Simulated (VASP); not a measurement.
A run of VASP 6.6.1 is set up as follows.

File INCAR:

```
SYSTEM = BN
ALGO     = Normal         ! electronic algorithm
EDIFF    = 1E-7           ! SCF threshold, eV
ENCUT    = 520            ! plane-wave cutoff, eV
GGA      = PE             ! functional
ISIF     = 2              ! what is computed and relaxed
ISMEAR   = 0              ! smearing method
LASPH    = .True.         ! aspherical terms in the spheres
LCHARG   = .True.         ! write CHGCAR
LELF     = .True.         ! ELF
LREAL    = .False.        ! projectors in reciprocal space
LVHAR    = .True.       
LWAVE    = .False.        ! write WAVECAR
NBANDS   = 11             ! bands
NELM     = 60             ! most SCF steps
PREC     = Accurate       ! precision mode
SIGMA    = 0.05           ! smearing width, eV
```

File KPOINTS:

```
k-points
0
Gamma
  12 12 12
  0 0 0
```

POSCAR

```
BN
1.0
    0.0000000000      1.9757810097      1.8370813665
    1.8370813665      0.0000000000      1.8370813665
    1.8370813665      1.9757810097      0.0000000000
B N
1 1
Direct
    0.0000000000      0.0000000000      0.0000000000
    0.7500000000      0.7500000000      0.7500000000
```

Potentials or basis: VASP PAW PBE potentials, release 64 (B, N).

The run is started by

```bash
$ cat potpaw_PBE.64/B/POTCAR potpaw_PBE.64/N/POTCAR > POTCAR
$ mpirun -np 1 vasp_std > vasp.out
```

**Question.** Estimate the band gap on the k mesh.

**Answer.** 3.73 eV, indirect (least direct gap 7.79 eV).

**Question.** What does it give for the pressure?

**Answer.** -34.1 GPa.

Stress tensor (GPa, compression positive):
```
-19.62   0.00   0.00
  0.00 -63.13   0.00
  0.00   0.00 -19.62
```

 A k mesh can miss the band edges.
